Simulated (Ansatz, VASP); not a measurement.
## WSe2 in VASP and in Ansatz

```xyz
3
Lattice="3.3290 0.0000 0.0000 -1.6645 2.8830 0.0000 0.0000 0.0000 32.7374" Properties=species:S:1:pos:R:3 pbc="T T T"
Se    0.0000    1.9220   14.7717
Se    0.0000    1.9220   17.9657
W     1.6645    0.9610   16.3687
```

Alike in both runs: task single point; functional PBE; dispersion D3(BJ); k mesh 9 × 9 × 1; occupations gaussian, width 0.02 eV; no spin polarisation.

|  | VASP | Ansatz |
| --- | --- | --- |
| version | VASP 6.6.1 | Ansatz 0.2.0 |
| potentials or method | VASP PAW PBE potentials, release 64 (Se, W_sv), cutoff 520 eV | scalar-relativistic, plane waves, PAW |
| valence electrons in the cell | 26 | 46 |

|  | VASP | Ansatz | Ansatz less VASP |
| --- | --- | --- | --- |
| gap on the k mesh at the Fermi level (eV) | 1.33 | 1.34 | +0.009 |
| least direct gap on the mesh (eV) | 1.35 | 1.36 | +0.004 |
| rms of the force components (eV/Å) | 0.666 | 0.639 | -0.0269 |

VASP's potentials hold 26 valence electrons a cell and Ansatz's 46, so a difference there can come from the potentials and not from the codes.

Spin-orbit coupling is off throughout.
